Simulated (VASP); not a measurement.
# Re (Pm-3m) in VASP: a series of runs

Runs on Re. Level: PBEsol. Tasks: single point.

Program: VASP 6.6.1. These are calculated values, not measurements. Logs are shortened: lines on timing, memory, paths and dates and some standing lists are left out, and cuts for length are marked.

## 1. The cell of the first run

Symmetry: Pm-3m, No. 221, cubic system. The conventional cell has a = 2.244 Å, b = 2.244 Å, c = 2.244 Å, α = 90.00°, β = 90.00°, γ = 90.00°. Within 3.0 Å of Re (site symmetry m-3m) lie 6 Re at 2.24 Å.

## 2. Single point, PBEsol (volume scaled by 0.68)

The input, INCAR:

```
SYSTEM = Re
PREC = Accurate ; ENCUT = 520
EDIFF = 1E-6 ; ISMEAR = -1
SIGMA = 0.1 ; LREAL = .False.
LASPH = .True. ; NELM = 100
ALGO = Normal ; ISIF = 2
LWAVE = .False. ; LCHARG = .False.
GGA = PS ; NBANDS = 10
```

The input, KPOINTS:

```
Automatic mesh
0
Gamma
  15 15 15
  0 0 0
```

The input, POSCAR:

```
Re
1.0
    2.2440570400      0.0000000000      0.0000000000
    0.0000000000      2.2440570400      0.0000000000
    0.0000000000      0.0000000000      2.2440570400
Re
1
Direct
    0.0000000000      0.0000000000      0.0000000000
```

Potentials or basis: VASP PAW PBE potentials, release 64 (Re).

Command:

```console
cat potpaw_PBE.64/Re/POTCAR > POTCAR
mpirun -np 1 vasp_std > vasp.out
```

OUTCAR:

```text
SYSTEM = Re
   PREC = Accurate
   ENCUT = 520
   EDIFF = 1E-6
   ISMEAR = -1
   LREAL = .False.
   LASPH = .True.
   NELM = 100
   ISIF = 2
   GGA = PS

 ion  position               nearest neighbor table
   1  0.000  0.000  0.000-

  LATTYP: Found a simple cubic cell.
 ALAT       =     2.2440570400

  Lattice vectors:

 A1 = (   2.2440570400,   0.0000000000,   0.0000000000)
 A2 = (   0.0000000000,   2.2440570400,   0.0000000000)
 A3 = (   0.0000000000,   0.0000000000,   2.2440570400)

Analysis of symmetry for initial positions (statically):
=====================================================================
 Subroutine PRICEL returns:
 Original cell was already a primitive cell.

 Routine SETGRP: Setting up the symmetry group for a
 simple cubic supercell.

 Subroutine GETGRP returns: Found 48 space group operations
 (whereof 48 operations were pure point group operations)
 out of a pool of 48 trial point group operations.

The static configuration has the point symmetry O_h .

Analysis of symmetry for dynamics (positions and initial velocities):
=====================================================================
 Subroutine PRICEL returns:
 Original cell was already a primitive cell.

 Routine SETGRP: Setting up the symmetry group for a
 simple cubic supercell.

 Subroutine GETGRP returns: Found 48 space group operations
 (whereof 48 operations were pure point group operations)
 out of a pool of 48 trial point group operations.

The dynamic configuration has the point symmetry O_h .

 Subroutine INISYM returns: Found 48 space group operations
 (whereof 48 operations are pure point group operations),
 and found     1 'primitive' translations

----------------------------------------------------------------------------------------

                                     Primitive cell

  volume of cell :      11.3006

  direct lattice vectors                    reciprocal lattice vectors
     2.244057040  0.000000000  0.000000000     0.445621471  0.000000000  0.000000000
     0.000000000  2.244057040  0.000000000     0.000000000  0.445621471  0.000000000
     0.000000000  0.000000000  2.244057040     0.000000000  0.000000000  0.445621471

  length of vectors
     2.244057040  2.244057040  2.244057040     0.445621471  0.445621471  0.445621471

  position of ions in fractional coordinates (direct lattice)
     0.000000000  0.000000000  0.000000000

  ion indices of the primitive-cell ions
   primitive index   ion index
                 1           1

----------------------------------------------------------------------------------------

 KPOINTS: Automatic mesh

Automatic generation of k-mesh.
 Grid dimensions read from file:
 generate k-points for:   15   15   15

 Generating k-lattice:

  Cartesian coordinates                     Fractional coordinates (reciprocal lattice)
     0.029708098  0.000000000  0.000000000     0.066666667  0.000000000  0.000000000
     0.000000000  0.029708098  0.000000000     0.000000000  0.066666667  0.000000000
     0.000000000  0.000000000  0.029708098     0.000000000  0.000000000  0.066666667

  Length of vectors
     0.029708098  0.029708098  0.029708098

  Shift w.r.t. Gamma in fractional coordinates (k-lattice)
     0.000000000  0.000000000  0.000000000

 Subroutine IBZKPT returns following result:
 ===========================================

 Found    120 irreducible k-points:

 Following reciprocal coordinates:
            Coordinates               Weight
  0.000000  0.000000  0.000000      1.000000
  0.066667  0.000000  0.000000      6.000000
  0.133333  0.000000  0.000000      6.000000
  0.200000  0.000000  0.000000      6.000000
  0.266667  0.000000  0.000000      6.000000
  0.333333  0.000000  0.000000      6.000000
[... 16 lines left out ...]
  0.266667  0.200000  0.000000     24.000000
  0.333333  0.200000  0.000000     24.000000
 [... further k-points ...]
   k-points           NKPTS =    120   k-points in BZ     NKDIM =    120   number of bands    NBANDS=     10
   number of dos      NEDOS =    301   number of ions     NIONS =      1
   total plane-waves  NPLWV =   5832
   dimension x,y,z NGX =    18 NGY =   18 NGZ =   18
   dimension x,y,z NGXF=    36 NGYF=   36 NGZF=   36
   ions per type =               1
   NGX,Y,Z   is equivalent  to a cutoff of  13.33, 13.33, 13.33 a.u.
   NGXF,Y,Z  is equivalent  to a cutoff of  26.67, 26.67, 26.67 a.u.
 SYSTEM =  Re
   PREC   = accura    normal or accurate (medium, high low for compatibility)
   ISTART =      0    job   : 0-new  1-cont  2-samecut
   ICHARG =      2    charge: 1-file 2-atom 10-const
   ISPIN  =      1    spin polarized calculation?
   LNONCOLLINEAR =      F non collinear calculations
   LSORBIT =      F    spin-orbit coupling
   LASPH  =      T    aspherical Exc in radial PAW
   ENCUT  =  520.0 eV  38.22 Ry    6.18 a.u.   4.17  4.17  4.17*2*pi/ulx,y,z
   NELM   =    100;   NELMIN=  2; NELMDL= -5     # of ELM steps
   EDIFF  = 0.1E-05   stopping-criterion for ELM
   LREAL  =      F    real-space projection
   EDIFFG = 0.1E-04   stopping-criterion for IOM
   NSW    =      0    number of steps for IOM
   IBRION =     -1    ionic relax: 0-MD 1-quasi-New 2-CG
   NFREE  =      0    steps in history (QN), initial steepest desc. (CG)
   ISIF   =      2    stress and relaxation
   ISYM   =      2    0-nonsym 1-usesym 2-fastsym
   POTIM  = 0.5000    time-step for ionic-motion
   TEBEG  =    0.0;   TEEND  =   0.0 temperature during run
   PSTRESS=    0.0 pullay stress
   NELECT =       7.0000    total number of electrons
   NUPDOWN=      -1.0000    fix difference up-down
   EMIN   =  10.00;   EMAX   =-10.00  energy-range for DOS
   EFERMI =   0.00;   METHOD = LEGACY
   ISMEAR =    -1;   SIGMA  =   0.10  broadening in eV -4-tet -1-fermi 0-gaus
   EFERMI_NEDOS =   21; number of points for ismear=-14 and -15
   IALGO  =     38    algorithm
   IMIX   =      4    mixing-type and parameters
     AMIX     =   0.40;   BMIX     =  1.00
     AMIX_MAG =   1.60;   BMIX_MAG =  1.00
  volume/ion in A,a.u.               =      11.30        76.26
  Fermi-wavevector in a.u.,A,eV,Ry     =   1.395534  2.637176 26.497536  1.947514
  Thomas-Fermi vector in A             =   2.518976
   LORBIT       =      0    0 simple, 1 ext, 2 COOP (PROOUT), +10 PAW based schemes
   GGA     = PS    functional components
   LHFCALC =     F    Hartree Fock is set to
   AEXX    =    0.0000 exact exchange contribution
   IVDW    =     0    specifies the selected vdW correction
   LEPSILON=     F    determine dielectric tensor
   LRPA    =     F    only Hartree local field effects (RPA)
 non-spin polarized calculation
  energy-cutoff  :      520.00
  volume of cell :       11.30
 maximum number of plane-waves:       313
 NGX is ok and might be reduce to    18
   NGX =  9   NGY =  9   NGZ =  9

 number of electron       7.0000000 magnetization

 Free energy of the ion-electron system (eV)
  ---------------------------------------------------
  ext. energy  EPLUGINS =         0.00000000
  ---------------------------------------------------
  free energy    TOTEN  =        -9.06497923 eV

  energy without entropy =       -9.04134002  energy(sigma->0) =       -9.05315963

 E-fermi :  12.1582     XC(G=0): -15.1452

 val. band max:       12.1466378972   @ k =   0.4000   0.4000   0.0667
 cond. band min:      12.1749824921   @ k =   0.2667   0.2667   0.0000
 fundamental gap:      0.0283445949
 Fermi energy:        12.1582061497

 k-point     1 :       0.0000    0.0000    0.0000
  band No.  band energies     occupation
      1       0.0094      2.00000
      2       3.1286      2.00000
      3       3.1286      2.00000
      4      18.5136      0.00000
      5      18.5136      0.00000
      6      18.5136      0.00000
      7      31.5374      0.00000
      8      31.5374      0.00000
      9      31.5374      0.00000
     10      39.8289      0.00000

 k-point     2 :       0.0667    0.0000    0.0000
  band No.  band energies     occupation
      1       0.2431      2.00000
      2       3.1907      2.00000
      3       3.4547      2.00000
      4      18.0302      0.00000
      5      18.0302      0.00000
      6      18.5469      0.00000
      7      30.4240      0.00000
      8      32.0851      0.00000
      9      32.0851      0.00000
     10      40.0204      0.00000

 k-point     3 :       0.1333    0.0000    0.0000
  band No.  band energies     occupation
      1       0.8275      2.00000
      2       3.3697      2.00000
      3       4.4709      2.00000
      4      16.8389      0.00000
      5      16.8389      0.00000
      6      18.6419      0.00000
      7      28.2348      0.00000
      8      33.4466      0.00000
      9      33.4466      0.00000
     10      36.9341      0.00000

 k-point     4 :       0.2000    0.0000    0.0000
  band No.  band energies     occupation
      1       1.5628      2.00000
      2       3.6440      2.00000
      3       6.1366      2.00000
      4      15.3873      0.00000
      5      15.3873      0.00000
      6      18.7843      0.00000
      7      26.0993      0.00000
      8      34.1957      0.00000
      9      35.1332      0.00000
     10      35.1332      0.00000
[... 222 lines left out ...]
 k-point    22 :       0.2000    0.2000    0.0000
  band No.  band energies     occupation
      1       2.9745      2.00000
      2       5.6021      2.00000
      3       7.3917      2.00000
      4      12.4462      0.10630
      5      15.3888      0.00000
      6      16.2154      0.00000
      7      28.4342      0.00000
      8      29.4882      0.00000
      9      35.6738      0.00000
     10      39.0828      0.00000

 k-point    23 :       0.2667    0.2000    0.0000
  band No.  band energies     occupation
      1       3.5707      2.00000
      2       5.9415      2.00000
      3       8.6455      2.00000
      4      12.1051      1.25926
      5      14.3417      0.00000
      6      16.1404      0.00000
      7      26.8431      0.00000
      8      30.3739      0.00000
      9      34.8299      0.00000
     10      40.7761      0.00000

 k-point    24 :       0.3333    0.2000    0.0000
  band No.  band energies     occupation
      1       4.1482      2.00000
      2       5.9216      2.00000
      3       8.8766      2.00000
      4      13.2508      0.00004
      5      13.4600      0.00000
      6      16.3265      0.00000
      7      25.6595      0.00000
      8      31.5595      0.00000
      9      33.6067      0.00000
     10      42.0186      0.00000

 [... further k-points ...]
[... 5 lines left out ...]
  --------------------------------------------------------------------------------------
  -------------------------------------------------------------------------------------
  Total       17.0946707     17.0946707     17.0946707     -0.0000000     -0.0000000     -0.0000000
  in kB     2423.6485676   2423.6485676   2423.6485676     -0.0000000     -0.0000000     -0.0000000
  external PRESSURE =    2423.6485676 kB  Pullay stress =       0.0000000 kB

 VOLUME and BASIS-vectors are now :
 -----------------------------------------------------------------------------
  energy-cutoff  :      520.00
  volume of cell :       11.30
      direct lattice vectors                 reciprocal lattice vectors
     2.244057040  0.000000000  0.000000000     0.445621471  0.000000000  0.000000000
     0.000000000  2.244057040  0.000000000     0.000000000  0.445621471  0.000000000
     0.000000000  0.000000000  2.244057040     0.000000000  0.000000000  0.445621471

 POSITION                                       TOTAL-FORCE (eV/Angst)
 -----------------------------------------------------------------------------------
      0.00000      0.00000      0.00000         0.000000      0.000000      0.000000
 -----------------------------------------------------------------------------------
    total drift:                               -0.000000      0.000000      0.000000

  FREE ENERGIE OF THE ION-ELECTRON SYSTEM (eV)
  ---------------------------------------------------
  free  energy   TOTEN  =        -9.0649792345 eV

  energy  without entropy=       -9.0413400184  energy(sigma->0) =       -9.05315963
```

It took 21 s on 1 thread of Intel Xeon 8259CL, shared host; peak memory 0.13 GiB.

Results:

```
Free energy : -9.0650 eV
Pressure    : 242.4 GPa
```

Caveat: the PAW data sets were made with another functional, which shifts forces and pressure a little; spin-orbit coupling is left out, which moves the levels of the heavy elements.

## 3. Single point, PBEsol (volume scaled by 0.68)

The input, INCAR:

```
PREC = Accurate
ENCUT = 520
EDIFF = 1E-7
ISMEAR = -1
SIGMA = 0.1
LREAL = F
LASPH = T
NELM = 100
ALGO = Normal
ISIF = 2
LWAVE = F
LCHARG = F
GGA = PS
NBANDS = 10
```

The input, KPOINTS:

```
Automatic mesh
0
Gamma
  15 15 15
```

POSCAR is that of step 2.

Potentials or basis: VASP PAW PBE potentials, release 64 (Re).

Command:

```console
cat potpaw_PBE.64/Re/POTCAR > POTCAR
mpirun -np 1 vasp_std > vasp.out
```

It took 28 s on 1 thread of Intel Xeon 8259CL, shared host; peak memory 0.13 GiB.

It converged, with:

- Free energy: -9.0650 eV
- Pressure: 242.4 GPa

Levels at points of the mesh, in eV from the Fermi level:
| k point | band 1 | band 2 | band 3 | band 4 | band 5 | band 6 |
| --- | --- | --- | --- | --- | --- | --- |
| (0.00, 0.00, 0.00) | -12.15 | -9.03 | -9.03 | 6.36 | 6.36 | 6.36 |

Caveat: the PAW data sets were made with another functional, which shifts forces and pressure a little; spin-orbit coupling is left out, which moves the levels of the heavy elements.

## 4. Single point, PBEsol (volume scaled by 0.76)

The input, INCAR:

```
PREC     = Accurate       # precision mode
ENCUT    = 520            # plane-wave cutoff, eV
EDIFF    = 1E-7           # SCF threshold, eV
ISMEAR   = -1             # smearing method
SIGMA    = 0.1            # smearing width, eV
LREAL    = False          # projectors in reciprocal space
LASPH    = True           # aspherical terms in the spheres
NELM     = 100            # most SCF steps
ALGO     = Normal         # electronic algorithm
ISIF     = 2              # what is computed and relaxed
LWAVE    = False          # write WAVECAR
LCHARG   = False          # write CHGCAR
GGA      = PS             # functional
NBANDS   = 10             # bands
```

The input, KPOINTS:

```
regular mesh
0
Gamma
  15 15 15
```

The input, POSCAR:

```
Re
1.0
    2.3288174765      0.0000000000      0.0000000000
    0.0000000000      2.3288174765      0.0000000000
    0.0000000000      0.0000000000      2.3288174765
Re
1
Direct
    0.0000000000      0.0000000000      0.0000000000
```

Command:

```console
cat potpaw_PBE.64/Re/POTCAR > POTCAR
mpirun -np 1 vasp_std > vasp.out
```

It used 20 s of CPU time on 1 thread of Intel Xeon 8259CL, on a shared host.

It converged, with:

```
Free energy : -10.6082 eV
Pressure    : 137.4 GPa
```

Levels at points of the mesh, in eV from the Fermi level:
| k point | band 1 | band 2 | band 3 | band 4 | band 5 | band 6 |
| --- | --- | --- | --- | --- | --- | --- |
| (0.00, 0.00, 0.00) | -11.42 | -7.89 | -7.89 | 5.43 | 5.43 | 5.43 |

Caveat: the PAW data sets were made with another functional, which shifts forces and pressure a little; spin-orbit coupling is left out, which moves the levels of the heavy elements.
